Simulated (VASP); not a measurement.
Set up this calculation in VASP 6.6.1, as the native input.

| Property | Result |
| --- | --- |
| Task | single point |
| Functional | PBEsol |
| Potentials or basis | VASP PAW PBE potentials, release 64 (Pt) |
| Cutoff | 520 eV |
| k mesh | 14 × 16 × 8 |
| Occupations | gaussian, width 0.1 eV |
| Spin | no spin polarisation |
| Dipole correction | no |
| Further INCAR settings | ALGO = Fast; EDIFF = 1e-07; NBANDS = 17 |

The structure of Pt lies in POSCAR:

```
Pt
1.0
    2.8740461526      0.0273581963      0.0396707649
   -1.4133301834      2.4160497872     -0.0183530824
    0.0688629656      0.0029711231      5.0388809797
Pt
2
Direct
    0.6949655743      0.2802500627      0.7819706107
    0.3050344257      0.7197499373      0.2180293893
```

This cell differs from its parent crystal: strained and its atoms moved.

These files were run (other wordings do the same):

INCAR

```
ALGO = Fast
EDIFF = 1E-7
ENCUT = 520
GGA = PS
ISIF = 2
ISMEAR = 0
LASPH = True
LCHARG = True
LELF = True
LREAL = False
LVHAR = True
LWAVE = False
NBANDS = 17
NELM = 80
PREC = Accurate
SIGMA = 0.1
```

KPOINTS

```
k-points
0
Gamma
  14 16 8
```

Potentials or basis: VASP PAW PBE potentials, release 64 (Pt).

Run with:

```console
$ cat potpaw_PBE.64/Pt/POTCAR > POTCAR
$ mpirun -np 1 vasp_std > vasp.out
```

It gave:

| Quantity | Value |
| --- | --- |
| Pressure | -19.1 GPa |
| Largest force | 1.681 eV/Å |
| Band gap on the k mesh | zero (bands 10 and 11 overlap by 1.22 eV) |

Caveat: the cell differs from its parent crystal (strained and its atoms moved); the stress differs along the axes, from -24 to -14 GPa; the PAW data sets were made with another functional, which shifts forces and pressure a little; spin-orbit coupling is left out, which moves the levels of the heavy elements.

Wall time 13 min on 1 thread of Intel Xeon 8259CL, on a shared host, peak memory 0.53 GiB.
